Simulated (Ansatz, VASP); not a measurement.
**Ti3Al: VASP beside Ansatz**

```
CELL_PARAMETERS angstrom
0.00000 3.18479 3.18479
3.18479 0.00000 3.18479
3.18479 3.18479 0.00000
ATOMIC_POSITIONS crystal
Ti 0.75000 0.75000 0.75000
Ti 0.25000 0.25000 0.25000
Ti 0.00000 0.00000 0.00000
Al 0.50000 0.50000 0.50000
```

Alike in both runs: task single point; functional PBEsol; k mesh 18 × 18 × 18; occupations gaussian, width 0.1 eV; no spin polarisation.

|  | VASP | Ansatz |
| --- | --- | --- |
| version | VASP 6.6.1 | Ansatz 0.2.0 |
| potentials or method | VASP PAW PBE potentials, release 64 (Ti_sv, Al), cutoff 520 eV | scalar-relativistic, plane waves, PAW |
| valence electrons in the cell | 39 | 39 |

```csv
,VASP,Ansatz,Ansatz less VASP
gap on the k mesh at the Fermi level (eV),none,none,-
pressure (GPa),-0.1,0.0,+0.05
```

VASP's potentials were made for PBE, not for PBEsol, and Ansatz warns of the same on its side. A gap of «none» marks a metal or a gap that the smearing closes. The functional is the same, so the differences come from potentials, cutoffs and numerics.
